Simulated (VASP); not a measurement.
YTl: single point with LDA

The system is YTl.

```
Y Tl
1.0
     3.72582    0.00000    0.00000
     0.00000    3.72582    0.00000
     0.00000    0.00000    3.72582
Y Tl
1 1
Direct
  0.50000 0.50000 0.50000
  0.00000 0.00000 0.00000
```

```json
{"Program": "VASP 6.6.1", "Task": "single point", "Functional": "LDA", "Potentials or basis": "VASP PAW LDA potentials, release 64 (Y_sv, Tl_d)", "Cutoff": "520 eV", "k mesh": "11 × 11 × 11", "Occupations": "fermi-dirac, width 0.08 eV", "Spin": "no spin polarisation"}
```

```
Pressure               : -1.7 GPa
Band gap on the k mesh : zero (bands 12 and 13 overlap by 2.21 eV)
```

Levels at points of the mesh, in eV from the Fermi level:
| k point | band 10 | band 11 | band 12 | band 13 | band 14 | band 15 |
| --- | --- | --- | --- | --- | --- | --- |
| (0.00, 0.00, 0.00) | -9.15 | -0.15 | -0.15 | 3.13 | 3.13 | 3.13 |

Wall time 22 s on 1 thread of AMD EPYC 9R45 96-Core Processor (Zen 5), with other jobs on the host, peak memory 0.17 GiB.

Caveat: spin-orbit coupling is left out, which moves the levels of the heavy elements.
